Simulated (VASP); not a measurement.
A run of VASP 6.6.1 is set up as follows.

INCAR

```
PREC     = Accurate       # precision mode
ENCUT    = 520            # plane-wave cutoff, eV
EDIFF    = 1E-6           # SCF threshold, eV
ISMEAR   = 0              # smearing method
SIGMA    = 0.1            # smearing width, eV
LREAL    = False          # projectors in reciprocal space
LASPH    = True           # aspherical terms in the spheres
NELM     = 100            # most SCF steps
ALGO     = Normal         # electronic algorithm
ISIF     = 2              # what is computed and relaxed
LWAVE    = False          # write WAVECAR
LCHARG   = False          # write CHGCAR
GGA      = PE             # functional
NBANDS   = 24             # bands
```

File KPOINTS:

```
Automatic mesh
0
Gamma
  6 6 6
```

The input POSCAR:

```
TaF3
1.0
    4.3343349049      0.0000000000      0.0000000000
   -2.1671674524      3.7536441361      0.0000000000
    0.0000000000      0.0000000000      2.8619495976
Ta F
1 3
Direct
    0.0000000000      0.0000000000      0.0000000000
    0.5000000000      0.0000000000      0.0000000000
    0.0000000000      0.5000000000      0.0000000000
    0.5000000000      0.5000000000      0.0000000000
```

Potentials or basis: VASP PAW PBE potentials, release 64 (Ta_pv, F).

Run with:

```bash
$ cat potpaw_PBE.64/Ta_pv/POTCAR potpaw_PBE.64/F/POTCAR > POTCAR
$ mpirun -np 1 vasp_std > vasp.out
```

Q: Estimate the band gap on the k mesh.

A: Zero (bands 16 and 17 overlap by 2.07 eV).

Q: Estimate the pressure.

A: -0.1 GPa.

Stress tensor (GPa, compression positive):
```
 0.04  0.00  0.00
 0.00  0.04  0.00
 0.00  0.00 -0.51
```

Caveat: the k points lie up to 0.37 Å⁻¹ apart, too coarse for converged energies and pressures of a metal; spin-orbit coupling is left out, which moves the levels of the heavy elements.
